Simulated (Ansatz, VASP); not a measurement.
# Two plane-wave programs on Mo

```
Mo
1.0
    -1.65923    1.65923    1.50121
     1.65923   -1.65923    1.50121
     1.65923    1.65923   -1.50121
Mo
1
Direct
  0.00000 0.00000 0.00000
```

Change from the starting cell: strain +0.050 along x and y, -0.050 along z, atoms carried along.

Alike in both runs: task single point; functional PBE; k mesh 26 × 26 × 26; occupations gaussian, width 0.15 eV; no spin polarisation.

|  | VASP | Ansatz |
| --- | --- | --- |
| version | VASP 6.6.1 | Ansatz 0.2.0 |
| potentials or method | VASP PAW PBE potentials, release 64 (Mo_sv), cutoff 520 eV | scalar-relativistic, plane waves, PAW |
| valence electrons in the cell | 14 | 14 |

```tsv
	VASP	Ansatz	Ansatz less VASP
gap on the k mesh at the Fermi level (eV)	none	none	-
pressure (GPa)	-9.1	-9.5	-0.41
traceless stress, the component that is largest in VASP (GPa)	17.31	17.31	+0.003
```

A gap of «none» marks a metal or a gap that the smearing closes.
